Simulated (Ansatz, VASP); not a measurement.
SrNi3 in VASP and in Ansatz

The input INCAR:

```
SYSTEM = SrNi3
  PREC = Accurate
  ENCUT = 520
  EDIFF = 1E-7
  ISMEAR = 0
  SIGMA = 0.05
  LREAL = .FALSE.
  LASPH = .TRUE.
  NELM = 150
  ALGO = Fast
  ISIF = 2
  LWAVE = .FALSE.
  LCHARG = .FALSE.
  ISPIN = 2
  MAGMOM = 0 0.44 0.44 0.44
  LORBIT = 11
  LMAXMIX = 4
  GGA = PS
  NBANDS = 32
```

The input KPOINTS:

```
Automatic mesh
0
G
  8 8 8
  0 0 0
```

The input POSCAR:

```
SrNi3
1.0
    3.9946464758      0.0000000000      0.0000000000
    0.0000000000      3.9946464758      0.0000000000
    0.0000000000      0.0000000000      3.9946464758
Sr Ni
1 3
Direct
    0.0000000000      0.0000000000      0.0000000000
    0.0000000000      0.5000000000      0.5000000000
    0.5000000000      0.5000000000      0.0000000000
    0.5000000000      0.0000000000      0.5000000000
```

Input for Ansatz:

```yaml
crystal:
  lattice:
    - [3.9946464758, 0.0, 0.0]
    - [0.0, 3.9946464758, 0.0]
    - [0.0, 0.0, 3.9946464758]
  atoms:
    - { symbol: Sr, position: [0.0, 0.0, 0.0] }
    - { symbol: Ni, position: [0.0, 0.5, 0.5], spin: 0.44 }
    - { symbol: Ni, position: [0.5, 0.5, 0.0], spin: 0.44 }
    - { symbol: Ni, position: [0.5, 0.0, 0.5], spin: 0.44 }
basis:
  ecutwfc: 420
  ecutrho_ratio: 4
kpoints:
  mp_grid: { grid: [8, 8, 8] }
hamiltonian:
  xc: pbesol
scf:
  occupations: { method: gaussian, width: 0.05 }
  lower_state_search: "off"
output:
  forces: true
  stress: true
  eigenvalues: true
  populations: true
magnetization:
  spin_polarized: true
checkpoint:
  read: start.run
  write: ck
  compress: false
  write_wavefunctions: false
  write_every: 100000
```

Alike in both runs: task single point; functional PBEsol; k mesh 8 × 8 × 8; occupations gaussian, width 0.05 eV; collinear spin.

|  | VASP | Ansatz |
| --- | --- | --- |
| version | VASP 6.6.1 | Ansatz 0.2.0 |
| potentials or method | VASP PAW PBE potentials, release 64 (Sr_sv, Ni), cutoff 520 eV | scalar-relativistic, plane waves, PAW |
| valence electrons in the cell | 40 | 64 |

Ansatz gave:

| Item | Value |
| --- | --- |
| gap on the k mesh at the Fermi level (eV) | none |
| pressure (GPa) | -5.5 |
| net moment per atom (μB) | 0.27 |
| size of the moment on the site where the two differ most (μB) | 0.40 |

Q: Estimate VASP's values.

A: gap on the k mesh at the Fermi level (eV): none; pressure (GPa): -4.9; net moment per atom (μB): 0.27; size of the moment on the site where the two differ most (μB): 0.39.

VASP's potentials were made for PBE, not for PBEsol. Site moments also hang on the region over which each program counts them. A gap of «none» marks a metal or a gap that the smearing closes. With one functional, cell and mesh, what is left measures potentials, basis and numerics. VASP's potentials hold 40 valence electrons a cell and Ansatz's 64, so a difference there can come from the potentials and not from the codes.
